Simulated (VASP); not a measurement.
A run of VASP 6.6.1 is set up as follows.

File INCAR:

```
PREC = Accurate ; ENCUT = 520
EDIFF = 1E-6 ; ISMEAR = 0
SIGMA = 0.1 ; LREAL = F
LASPH = T ; NELM = 80
ALGO = Fast ; ISIF = 2
LWAVE = F ; LCHARG = T
GGA = PE ; LELF = T
LVHAR = T ; NBANDS = 30
```

The input KPOINTS:

```
regular mesh
0
Gamma
  10 16 8
```

The input POSCAR:

```
ScTa
1.0
    4.9186350854      0.0000000000      0.0000000000
    0.0000000000      2.9801522216      0.0000000000
    0.0000000000      0.0000000000      5.6075056788
Sc Ta
2 2
Direct
    0.7500000000      0.0000000000      0.6504725098
    0.2500000000      0.0000000000      0.3495274902
    0.7500000000      0.5000000000      0.1255012864
    0.2500000000      0.5000000000      0.8744987136
```

Potentials or basis: VASP PAW PBE potentials, release 64 (Sc_sv, Ta_pv).

Run with:

```sh
$ cat potpaw_PBE.64/Sc_sv/POTCAR potpaw_PBE.64/Ta_pv/POTCAR > POTCAR
$ mpirun -np 1 vasp_std > vasp.out
```

Question: Predict the largest force.

Answer: 0.006 eV/Å.

Question: What does it give for the pressure?

Answer: 0.1 GPa.

Question: Predict the band gap on the k mesh.

Answer: Zero (bands 22 and 23 overlap by 0.95 eV).

Forces in eV/Å, atoms in the order of the input:
```
Sc   0.000  0.000 -0.005
Sc   0.000  0.000  0.005
Ta   0.000  0.000 -0.006
Ta   0.000  0.000  0.006
```

Caveat: spin-orbit coupling is left out, which moves the levels of the heavy elements.
